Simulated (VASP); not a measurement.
A run of VASP 6.6.1:

File INCAR:

```
SYSTEM = GaP
PREC = Accurate
ENCUT = 500
EDIFF = 1E-7
ISMEAR = -1
SIGMA = 0.1
LREAL = .FALSE.
LASPH = .TRUE.
NELM = 120
ALGO = Normal
ISIF = 3
LWAVE = .FALSE.
LCHARG = .FALSE.
GGA = PE
IBRION = 2
NSW = 60
EDIFFG = -0.005
PSTRESS = 75.0
GGA_COMPAT = .FALSE.
NELMIN = 4
```

The input KPOINTS:

```
Automatic mesh
0
G
  14 14 14
  0 0 0
```

Contents of POSCAR:

```
GaP
1.0
    0.0000000000      2.5186663203      2.5186663203
    2.5186663203      0.0000000000      2.5186663203
    2.5186663203      2.5186663203      0.0000000000
Ga P
1 1
Direct
    0.0000000000      0.0000000000      0.0000000000
    0.5000000000      0.5000000000      0.5000000000
```

Potentials or basis: VASP PAW PBE potentials, release 64 (Ga_d, P).

Launch:

```sh
$ cat potpaw_PBE.64/Ga_d/POTCAR potpaw_PBE.64/P/POTCAR > POTCAR
$ mpirun -np 1 vasp_std > vasp.out
```

Hardware: 1 thread of Intel(R) Xeon(R) Platinum 8259CL CPU @ 2.50GHz (Skylake/Cascade Lake), on a shared host.

Question: Estimate the wall time of this run.

Answer: It took 47 s on 1 thread of Intel(R) Xeon(R) Platinum 8259CL CPU @ 2.50GHz (Skylake/Cascade Lake), with other jobs on the host, peak memory 0.18 GiB. Counts: scf iterations 13, k points 104, ion steps 1.
